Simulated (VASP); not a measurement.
Runs of VASP 6.6.1 on Sr. The structure is that of space group P6/mmm (No. 191), or close to it. The cells are those of the table. This isn't the form of Sr at room conditions, which is fcc.

```csv
cell,k mesh,gap on the mesh (eV),pressure (GPa)
"a = 6.694, b = 6.694, c = 4.013 Å, angles 90.0, 90.0, 120.0°, 3 atoms",7 × 7 × 10,none,(a)
"a = 6.891, b = 6.891, c = 4.131 Å, angles 90.0, 90.0, 120.0°, 3 atoms",7 × 7 × 10,none,0.5
"a = 6.985, b = 6.985, c = 4.188 Å, angles 90.0, 90.0, 120.0°, 3 atoms",7 × 7 × 10,none,0.0
"a = 6.985, b = 6.985, c = 4.188 Å, angles 90.0, 90.0, 120.0°, 3 atoms",6 × 6 × 8,none,0.0
"a = 6.794, b = 6.794, c = 4.073 Å, angles 90.0, 90.0, 120.0°, 3 atoms",7 × 7 × 10,none,1.0
```

Alike in all rows: task single point; level RPBE; potentials or basis VASP PAW PBE potentials, release 64 (Sr_sv); no spin polarisation; cutoff (eV) 520; smearing fermi-dirac 0.1 eV.

**Question.** Fill in the values left out.

**Answer.** (a) 1.6.

Caveats: the PAW data sets were made with another functional, which shifts forces and pressure a little.

A k mesh can miss the band edges, and the runs leave out spin-orbit coupling on Sr.

A gap of «none» marks levels without a gap at the run's occupations.
